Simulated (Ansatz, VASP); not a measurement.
BP in VASP and in Ansatz

File INCAR:

```
SYSTEM = BP
PREC     = Accurate       ! precision mode
ENCUT    = 500            ! plane-wave cutoff, eV
EDIFF    = 1E-6           ! SCF threshold, eV
ISMEAR   = 0              ! smearing method
SIGMA    = 0.1            ! smearing width, eV
LREAL    = .False.        ! projectors in reciprocal space
LASPH    = .True.         ! aspherical terms in the spheres
NELM     = 120            ! most SCF steps
ALGO     = Normal         ! electronic algorithm
ISIF     = 2              ! what is computed and relaxed
LWAVE    = .False.        ! write WAVECAR
LCHARG   = .True.         ! write CHGCAR
GGA      = PE             ! functional
LELF     = .True.         ! ELF
LVHAR    = .True.       
NBANDS   = 11             ! bands
GGA_COMPAT= .False.
```

Contents of KPOINTS:

```
Automatic mesh
0
Gamma
  6 6 6
  0 0 0
```

File POSCAR:

```
BP
1.0
    0.0000000000      2.5077110934      2.5077110934
    2.5077110934      0.0000000000      2.5077110934
    2.5077110934      2.5077110934      0.0000000000
B P
1 1
Direct
    0.0000000000      0.0000000000      0.0000000000
    0.2500000000      0.2500000000      0.2500000000
```

Input for Ansatz:

```yaml
crystal:
  lattice:
    - [0.0, 2.5077110934, 2.5077110934]
    - [2.5077110934, 0.0, 2.5077110934]
    - [2.5077110934, 2.5077110934, 0.0]
  atoms:
    - { symbol: B, position: [0.0, 0.0, 0.0] }
    - { symbol: P, position: [0.25, 0.25, 0.25] }
basis:
  ecutwfc: 420
kpoints:
  mp_grid: { grid: [6, 6, 6] }
hamiltonian:
  xc: pbe
scf:
  occupations: { method: gaussian, width: 0.1 }
output:
  forces: true
  stress: true
  eigenvalues: true
```

Alike in both runs: task single point; functional PBE; k mesh 6 × 6 × 6; occupations gaussian, width 0.1 eV; no spin polarisation.

```csv
,VASP,Ansatz
version,VASP 6.6.1,Ansatz 0.2.0
potentials or method,"VASP PAW PBE potentials, release 64 (B, P), cutoff 500 eV","scalar-relativistic, plane waves, PAW"
valence electrons in the cell,8,8
```

VASP gave:

| Quantity | Value |
| --- | --- |
| gap on the k mesh at the Fermi level (eV) | 1.65 |
| least direct gap on the mesh (eV) | 3.08 |
| pressure (GPa) | -26.6 |

Question: Which values does Ansatz return?

Answer: gap on the k mesh at the Fermi level (eV): 1.65; least direct gap on the mesh (eV): 3.08; pressure (GPa): -26.5.
